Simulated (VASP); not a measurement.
# SrCd3 (Fm-3m) in VASP: a series of runs

SrCd3 is run at these levels: LDA; tasks: single point, relaxation of cell and atoms.

Program: VASP 6.6.1. These are calculated values, not measurements. Logs are shortened: lines on timing, memory, paths and dates and some standing lists are left out, and cuts for length are marked.

## 1. The cell of the first run

The structure is cubic, space group Fm-3m (No. 225). The conventional cell has a = 7.185 Å, b = 7.185 Å, c = 7.185 Å, α = 90.00°, β = 90.00°, γ = 90.00°. Within 4.1 Å of Sr (site symmetry m-3m) lie 14 Cd at 3.11 to 3.59 Å. Within 4.1 Å of Cd (site symmetry -43m) lie 4 Sr at 3.11 Å and 10 Cd at 3.11 to 3.59 Å. Within 4.1 Å of Cd (site symmetry m-3m) lie 8 Cd at 3.11 Å and 6 Sr at 3.59 Å.

## 2. Single point, LDA

Contents of INCAR:

```
SYSTEM = SrCd3
  ALGO = Normal
  EDIFF = 1E-6
  ENCUT = 520
  ISIF = 2
  ISMEAR = -1
  LASPH = .True.
  LCHARG = .True.
  LELF = .True.
  LREAL = .False.
  LVHAR = .True.
  LWAVE = .False.
  NBANDS = 31
  NELM = 100
  PREC = Accurate
  SIGMA = 0.05
```

Contents of KPOINTS:

```
k-points
0
Gamma
  4 4 4
  0 0 0
```

Contents of POSCAR:

```
SrCd3
1.0
    0.0000000000      3.5925504379      3.5925504379
    3.5925504379      0.0000000000      3.5925504379
    3.5925504379      3.5925504379      0.0000000000
Sr Cd
1 3
Direct
    0.0000000000      0.0000000000      0.0000000000
    0.2500000000      0.2500000000      0.2500000000
    0.7500000000      0.7500000000      0.7500000000
    0.5000000000      0.5000000000      0.5000000000
```

Potentials or basis: VASP PAW LDA potentials, release 64 (Sr_sv, Cd).

Started as:

```bash
cat potpaw_LDA.64/Sr_sv/POTCAR potpaw_LDA.64/Cd/POTCAR > POTCAR
mpirun -np 1 vasp_std > vasp.out
```

OUTCAR:

```text
SYSTEM = SrCd3
   EDIFF = 1E-6
   ENCUT = 520
   ISIF = 2
   ISMEAR = -1
   LASPH = .True.
   LREAL = .False.
   NELM = 100
   PREC = Accurate

 ion  position               nearest neighbor table
   1  0.000  0.000  0.000-   3 3.11   3 3.11   3 3.11   2 3.11   3 3.11   2 3.11   2 3.11   2 3.11
                             4 3.59   4 3.59   4 3.59   4 3.59   4 3.59   4 3.59
   2  0.250  0.250  0.250-   1 3.11   1 3.11   1 3.11   1 3.11   4 3.11   4 3.11   4 3.11   4 3.11
                             3 3.59   3 3.59   3 3.59   3 3.59   3 3.59   3 3.59
   3  0.750  0.750  0.750-   4 3.11   4 3.11   4 3.11   1 3.11   4 3.11   1 3.11   1 3.11   1 3.11
                             2 3.59   2 3.59   2 3.59   2 3.59   2 3.59   2 3.59
   4  0.500  0.500  0.500-   2 3.11   2 3.11   2 3.11   2 3.11   3 3.11   3 3.11   3 3.11   3 3.11
                             1 3.59   1 3.59   1 3.59   1 3.59   1 3.59   1 3.59

  LATTYP: Found a face centered cubic cell.
 ALAT       =     7.1851008758

  Lattice vectors:

 A1 = (   0.0000000000,   3.5925504379,   3.5925504379)
 A2 = (   3.5925504379,   0.0000000000,   3.5925504379)
 A3 = (   3.5925504379,   3.5925504379,   0.0000000000)

Analysis of symmetry for initial positions (statically):
=====================================================================
 Subroutine PRICEL returns:
 Original cell was already a primitive cell.

 Routine SETGRP: Setting up the symmetry group for a
 face centered cubic supercell.

 Subroutine GETGRP returns: Found 48 space group operations
[... 9 lines left out ...]

 Routine SETGRP: Setting up the symmetry group for a
 face centered cubic supercell.

 Subroutine GETGRP returns: Found 48 space group operations
[... 11 lines left out ...]
                                     Primitive cell

  volume of cell :      92.7339

  direct lattice vectors                    reciprocal lattice vectors
     0.000000000  3.592550438  3.592550438    -0.139176891  0.139176891  0.139176891
     3.592550438  0.000000000  3.592550438     0.139176891 -0.139176891  0.139176891
     3.592550438  3.592550438  0.000000000     0.139176891  0.139176891 -0.139176891

  length of vectors
     5.080633553  5.080633553  5.080633553     0.241061446  0.241061446  0.241061446

  position of ions in fractional coordinates (direct lattice)
     0.000000000  0.000000000  0.000000000
     0.250000000  0.250000000  0.250000000
     0.750000000  0.750000000  0.750000000
     0.500000000  0.500000000  0.500000000

  ion indices of the primitive-cell ions
   primitive index   ion index
                 1           1
                 2           2
                 3           3
                 4           4

----------------------------------------------------------------------------------------

 KPOINTS: k-points

Automatic generation of k-mesh.
 Grid dimensions read from file:
 generate k-points for:    4    4    4

 Generating k-lattice:

  Cartesian coordinates                     Fractional coordinates (reciprocal lattice)
    -0.034794223  0.034794223  0.034794223     0.250000000  0.000000000  0.000000000
     0.034794223 -0.034794223  0.034794223     0.000000000  0.250000000  0.000000000
     0.034794223  0.034794223 -0.034794223     0.000000000  0.000000000  0.250000000

  Length of vectors
     0.060265362  0.060265362  0.060265362

  Shift w.r.t. Gamma in fractional coordinates (k-lattice)
     0.000000000  0.000000000  0.000000000

 Subroutine IBZKPT returns following result:
 ===========================================

 Found      8 irreducible k-points:

 Following reciprocal coordinates:
            Coordinates               Weight
  0.000000  0.000000  0.000000      1.000000
  0.250000  0.000000  0.000000      8.000000
  0.500000  0.000000  0.000000      4.000000
  0.250000  0.250000  0.000000      6.000000
  0.500000  0.250000  0.000000     24.000000
 -0.250000  0.250000  0.000000     12.000000
  0.500000  0.500000  0.000000      3.000000
 -0.250000  0.500000  0.250000      6.000000
   k-points           NKPTS =      8   k-points in BZ     NKDIM =      8   number of bands    NBANDS=     31
   number of dos      NEDOS =    301   number of ions     NIONS =      4
   total plane-waves  NPLWV =  64000
   dimension x,y,z NGX =    40 NGY =   40 NGZ =   40
   dimension x,y,z NGXF=    80 NGYF=   80 NGZF=   80
   ions per type =               1   3
   NGX,Y,Z   is equivalent  to a cutoff of  13.09, 13.09, 13.09 a.u.
   NGXF,Y,Z  is equivalent  to a cutoff of  26.18, 26.18, 26.18 a.u.
 SYSTEM =  SrCd3
   PREC   = accura    normal or accurate (medium, high low for compatibility)
   ISTART =      0    job   : 0-new  1-cont  2-samecut
   ICHARG =      2    charge: 1-file 2-atom 10-const
   ISPIN  =      1    spin polarized calculation?
   LNONCOLLINEAR =      F non collinear calculations
   LSORBIT =      F    spin-orbit coupling
   LASPH  =      T    aspherical Exc in radial PAW
   ENCUT  =  520.0 eV  38.22 Ry    6.18 a.u.   9.45  9.45  9.45*2*pi/ulx,y,z
   NELM   =    100;   NELMIN=  2; NELMDL= -5     # of ELM steps
   EDIFF  = 0.1E-05   stopping-criterion for ELM
   LREAL  =      F    real-space projection
   EDIFFG = 0.1E-04   stopping-criterion for IOM
   NSW    =      0    number of steps for IOM
   IBRION =     -1    ionic relax: 0-MD 1-quasi-New 2-CG
   NFREE  =      0    steps in history (QN), initial steepest desc. (CG)
   ISIF   =      2    stress and relaxation
   ISYM   =      2    0-nonsym 1-usesym 2-fastsym
   POTIM  = 0.5000    time-step for ionic-motion
   TEBEG  =    0.0;   TEEND  =   0.0 temperature during run
   PSTRESS=    0.0 pullay stress
   NELECT =      46.0000    total number of electrons
   NUPDOWN=      -1.0000    fix difference up-down
   EMIN   =  10.00;   EMAX   =-10.00  energy-range for DOS
   EFERMI =   0.00;   METHOD = LEGACY
   ISMEAR =    -1;   SIGMA  =   0.05  broadening in eV -4-tet -1-fermi 0-gaus
   EFERMI_NEDOS =   21; number of points for ismear=-14 and -15
   IALGO  =     38    algorithm
   IMIX   =      4    mixing-type and parameters
     AMIX     =   0.40;   BMIX     =  1.00
     AMIX_MAG =   1.60;   BMIX_MAG =  1.00
  volume/ion in A,a.u.               =      23.18       156.45
  Fermi-wavevector in a.u.,A,eV,Ry     =   1.295929  2.448951 22.850062  1.679432
  Thomas-Fermi vector in A             =   2.427418
   LORBIT       =      0    0 simple, 1 ext, 2 COOP (PROOUT), +10 PAW based schemes
   GGA     = CA    functional components
   LHFCALC =     F    Hartree Fock is set to
   AEXX    =    0.0000 exact exchange contribution
   IVDW    =     0    specifies the selected vdW correction
   LEPSILON=     F    determine dielectric tensor
   LRPA    =     F    only Hartree local field effects (RPA)
 non-spin polarized calculation
  energy-cutoff  :      520.00
  volume of cell :       92.73
 maximum number of plane-waves:      2525
 NGX is ok and might be reduce to    40
   NGX = 19   NGY = 19   NGZ = 19

 number of electron      45.9999985 magnetization

 Free energy of the ion-electron system (eV)
  ---------------------------------------------------
  ext. energy  EPLUGINS =         0.00000000
  ---------------------------------------------------
  free energy    TOTEN  =        -7.25419472 eV

  energy without entropy =       -7.20197084  energy(sigma->0) =       -7.22808278

 E-fermi :   2.9043     XC(G=0): -10.9645

 val. band max:        2.8706633391   @ k =   0.2500   0.0000   0.0000
 cond. band min:       2.9287512533   @ k =  -0.2500   0.2500   0.0000
 fundamental gap:      0.0580879142
 Fermi energy:         2.9043028414

 k-point     1 :       0.0000    0.0000    0.0000
  band No.  band energies     occupation
      1     -32.0240      2.00000
      2     -14.2991      2.00000
      3     -14.2991      2.00000
      4     -14.2991      2.00000
      5      -6.3844      2.00000
      6      -6.3844      2.00000
[... 23 lines left out ...]
     30       6.3994      0.00000
     31       9.3309      0.00000

 k-point     2 :       0.2500    0.0000    0.0000
  band No.  band energies     occupation
      1     -32.0230      2.00000
      2     -14.3273      2.00000
      3     -14.3017      2.00000
      4     -14.3017      2.00000
      5      -6.2525      2.00000
      6      -6.2525      2.00000
[... 23 lines left out ...]
     30       8.1475      0.00000
     31       8.5812      0.00000

 k-point     3 :       0.5000    0.0000    0.0000
  band No.  band energies     occupation
      1     -32.0219      2.00000
      2     -14.3542      2.00000
      3     -14.3043      2.00000
      4     -14.3043      2.00000
      5      -6.2000      2.00000
      6      -6.2000      2.00000
[... 23 lines left out ...]
     30      10.6041      0.00000
     31      10.6041      0.00000

 k-point     4 :       0.2500    0.2500    0.0000
  band No.  band energies     occupation
      1     -32.0226      2.00000
      2     -14.3313      2.00000
      3     -14.3033      2.00000
      4     -14.3033      2.00000
      5      -6.2751      2.00000
      6      -6.1953      2.00000
[... 23 lines left out ...]
     30       7.4835      0.00000
     31       8.0375      0.00000

 k-point     5 :       0.5000    0.2500    0.0000
  band No.  band energies     occupation
      1     -32.0216      2.00000
      2     -14.3444      2.00000
      3     -14.3161      2.00000
      4     -14.3059      2.00000
      5      -6.2501      2.00000
      6      -6.2396      2.00000
[... 23 lines left out ...]
     30       9.3248      0.00000
     31      10.1886      0.00000

 k-point     6 :      -0.2500    0.2500    0.0000
  band No.  band energies     occupation
      1     -32.0219      2.00000
      2     -14.3377      2.00000
      3     -14.3174      2.00000
      4     -14.3042      2.00000
      5      -6.2755      2.00000
      6      -6.1896      2.00000
[... 23 lines left out ...]
     30       7.9046      0.00000
     31      10.4861      0.00000

 k-point     7 :       0.5000    0.5000    0.0000
  band No.  band energies     occupation
      1     -32.0213      2.00000
      2     -14.3549      2.00000
      3     -14.3075      2.00000
      4     -14.3075      2.00000
      5      -6.3332      2.00000
      6      -6.2647      2.00000
[... 23 lines left out ...]
     30      10.8576      0.00000
     31      11.0649      0.00000

 k-point     8 :      -0.2500    0.5000    0.2500
  band No.  band energies     occupation
      1     -32.0213      2.00000
      2     -14.3313      2.00000
      3     -14.3313      2.00000
      4     -14.3107      2.00000
      5      -6.2268      2.00000
      6      -6.2268      2.00000
[... 23 lines left out ...]
     30      10.1005      0.00000
     31      10.1005      0.00000

------------------------ aborting loop because EDIFF is reached ----------------------------------------

  FORCE on cell =-STRESS in cart. coord.  units (eV):
  Direction    XX          YY          ZZ          XY          YZ          ZX
  --------------------------------------------------------------------------------------
  -------------------------------------------------------------------------------------
  Total        0.1737930      0.1737930      0.1737930      0.0000000      0.0000000      0.0000000
  in kB        3.0026467      3.0026467      3.0026467      0.0000000      0.0000000      0.0000000
  external PRESSURE =       3.0026467 kB  Pullay stress =       0.0000000 kB

 VOLUME and BASIS-vectors are now :
 -----------------------------------------------------------------------------
  energy-cutoff  :      520.00
  volume of cell :       92.73
      direct lattice vectors                 reciprocal lattice vectors
     0.000000000  3.592550438  3.592550438    -0.139176891  0.139176891  0.139176891
     3.592550438  0.000000000  3.592550438     0.139176891 -0.139176891  0.139176891
     3.592550438  3.592550438  0.000000000     0.139176891  0.139176891 -0.139176891

 POSITION                                       TOTAL-FORCE (eV/Angst)
 -----------------------------------------------------------------------------------
      0.00000      0.00000      0.00000        -0.000000     -0.000000      0.000000
      1.79628      1.79628      1.79628         0.000000     -0.000000     -0.000000
      5.38883      5.38883      5.38883         0.000000      0.000000      0.000000
      3.59255      3.59255      3.59255        -0.000000     -0.000000     -0.000000
 -----------------------------------------------------------------------------------
    total drift:                               -0.000000      0.000000      0.000000

  FREE ENERGIE OF THE ION-ELECTRON SYSTEM (eV)
  ---------------------------------------------------
  free  energy   TOTEN  =        -7.2541947151 eV

  energy  without entropy=       -7.2019708366  energy(sigma->0) =       -7.22808278
```

Wall time 19 s (1 thread of Intel Xeon Platinum 8488C (Sapphire Rapids), shared host); peak memory 0.2 GiB.

Results:

```yaml
Free_energy: -7.2542 eV
Pressure: 0.3 GPa
Band_gap_on_the_k_mesh: zero (band 23 reaches 2.99 eV, above the bottom of band 24 at 2.12 eV)
```

Caveat: the k points lie up to 0.38 Å⁻¹ apart.

## 3. Relaxation of cell and atoms, LDA

This run uses another cell than the first one, of 25.71 Å³/atom, 1.109 times its volume.

Contents of INCAR:

```
PREC     = Accurate       # precision mode
ENCUT    = 600            # plane-wave cutoff, eV
EDIFF    = 1E-7           # SCF threshold, eV
ISMEAR   = -1             # smearing method
SIGMA    = 0.05           # smearing width, eV
LREAL    = False          # projectors in reciprocal space
LASPH    = True           # aspherical terms in the spheres
NELM     = 100            # most SCF steps
ALGO     = Normal         # electronic algorithm
ISIF     = 3              # what is computed and relaxed
LWAVE    = False          # write WAVECAR
LCHARG   = False          # write CHGCAR
IBRION   = 2              # ionic algorithm
NSW      = 80             # ionic steps
EDIFFG   = -0.02          # ionic threshold
```

Contents of KPOINTS:

```
Automatic mesh
0
Gamma
  4 4 4
```

Contents of POSCAR:

```
SrCd3
1.0
    0.0000000000      3.7187610000      3.7187610000
    3.7187610000      0.0000000000      3.7187610000
    3.7187610000      3.7187610000      0.0000000000
Sr Cd
1 3
Direct
    0.0000000000      0.0000000000      0.0000000000
    0.2500000000      0.2500000000      0.2500000000
    0.7500000000      0.7500000000      0.7500000000
    0.5000000000      0.5000000000      0.5000000000
```

Potentials or basis: VASP PAW LDA potentials, release 64 (Sr_sv, Cd).

Started as:

```bash
cat potpaw_LDA.64/Sr_sv/POTCAR potpaw_LDA.64/Cd/POTCAR > POTCAR
mpirun -np 1 vasp_std > vasp.out
```

OUTCAR:

```text
PREC = Accurate
   ENCUT = 600
   EDIFF = 1E-7
   ISMEAR = -1
   LREAL = False
   LASPH = True
   NELM = 100
   ISIF = 3
   IBRION = 2
   NSW = 80
   EDIFFG = -0.02

 ion  position               nearest neighbor table
   1  0.000  0.000  0.000-   3 3.22   3 3.22   3 3.22   2 3.22   3 3.22   2 3.22   2 3.22   2 3.22
                             4 3.72   4 3.72   4 3.72   4 3.72   4 3.72   4 3.72
   2  0.250  0.250  0.250-   1 3.22   1 3.22   1 3.22   1 3.22   4 3.22   4 3.22   4 3.22   4 3.22
                             3 3.72   3 3.72   3 3.72   3 3.72   3 3.72   3 3.72
   3  0.750  0.750  0.750-   4 3.22   4 3.22   4 3.22   1 3.22   4 3.22   1 3.22   1 3.22   1 3.22
                             2 3.72   2 3.72   2 3.72   2 3.72   2 3.72   2 3.72
   4  0.500  0.500  0.500-   2 3.22   2 3.22   2 3.22   2 3.22   3 3.22   3 3.22   3 3.22   3 3.22
                             1 3.72   1 3.72   1 3.72   1 3.72   1 3.72   1 3.72

  LATTYP: Found a face centered cubic cell.
 ALAT       =     7.4375220000

  Lattice vectors:
[... 175 lines left out ...]
  Total       -2.2234240     -2.2234240     -2.2234240      0.0000000      0.0000000     -0.0000000
  in kB      -34.6344319    -34.6344319    -34.6344319      0.0000000      0.0000000     -0.0000000
  external PRESSURE =     -34.6344319 kB  Pullay stress =       0.0000000 kB
[... 63 lines left out ...]
--------------------------------------- Ionic step        3  -------------------------------------------

 number of electron      45.9999994 magnetization

 Free energy of the ion-electron system (eV)
  ---------------------------------------------------
  ext. energy  EPLUGINS =         0.00000000
  ---------------------------------------------------
  free energy    TOTEN  =        -7.25832445 eV

  energy without entropy =       -7.20518145  energy(sigma->0) =       -7.23175295

 E-fermi :   2.8702     XC(G=0): -10.9364

 val. band max:        2.8412315806   @ k =   0.2500   0.0000   0.0000
 cond. band min:       2.8973294713   @ k =  -0.2500   0.2500   0.0000
 fundamental gap:      0.0560978907
 Fermi energy:         2.8701533053

 k-point     1 :       0.0000    0.0000    0.0000
  band No.  band energies     occupation
      1     -32.0713      2.00000
      2     -14.3424      2.00000
      3     -14.3424      2.00000
      4     -14.3424      2.00000
      5      -6.4036      2.00000
      6      -6.4036      2.00000
[... 260 lines left out ...]
  FREE ENERGIE OF THE ION-ELECTRON SYSTEM (eV)
  ---------------------------------------------------
  free  energy   TOTEN  =        -7.2583244545 eV

  energy  without entropy=       -7.2051814488  energy(sigma->0) =       -7.23175295

 reached required accuracy - stopping structural energy minimisation
```

CONTCAR:

```text
SrCd3
   1.00000000000000
    -0.0000000000000000    3.5992745984810997    3.5992745984810997
     3.5992745984810997   -0.0000000000000000    3.5992745984810997
     3.5992745984810997    3.5992745984810997   -0.0000000000000000
  Sr              Cd
     1     3
Direct
     0.0000000000000000    0.0000000000000000    0.0000000000000000
     0.2500000000000000    0.2500000000000000    0.2500000000000000
     0.7500000000000000    0.7500000000000000    0.7500000000000000
     0.5000000000000000    0.5000000000000000    0.5000000000000000

  0.00000000E+00  0.00000000E+00  0.00000000E+00
  0.00000000E+00  0.00000000E+00  0.00000000E+00
  0.00000000E+00  0.00000000E+00  0.00000000E+00
  0.00000000E+00  0.00000000E+00  0.00000000E+00
```

Wall time 53 s (1 thread of Intel Xeon Platinum 8488C (Sapphire Rapids), shared host); peak memory 0.23 GiB.

What came out:

```
Free energy                            : -7.2583 eV
Relaxed volume                         : 23.31 Å³/atom
Relaxed cell                           : a = 5.090 Å, b = 5.090 Å, c = 5.090 Å, α = 60.00°, β = 60.00°, γ = 60.00°
Space group after relaxing (to 0.05 Å) : Fm-3m (No. 225)
Energy gained by relaxing              : 28.9 meV/atom
Ionic steps                            : 3
Pressure after relaxing                : 0.0 GPa
Band gap on the k mesh                 : zero (band 23 reaches 2.96 eV, above the bottom of band 24 at 2.09 eV)
```

The path:
```
step  energy change (eV)  largest force (eV/Å)  pressure (GPa)  volume (Å³)
   1              0.0000                0.0000           -3.46       102.85
   2             -0.1117                0.0000           -0.74        94.80
   3             -0.1154                0.0000           -0.02        93.26
```

Final structure:
```yaml
crystal:
  lattice:
    - [0.00000, 3.59927, 3.59927]
    - [3.59927, 0.00000, 3.59927]
    - [3.59927, 3.59927, 0.00000]
  atoms:
    - { symbol: Sr, position: [0.00000, 0.00000, 0.00000] }
    - { symbol: Cd, position: [0.25000, 0.25000, 0.25000] }
    - { symbol: Cd, position: [0.75000, 0.75000, 0.75000] }
    - { symbol: Cd, position: [0.50000, 0.50000, 0.50000] }
```

Caveat: the k points lie up to 0.38 Å⁻¹ apart in the final cell.
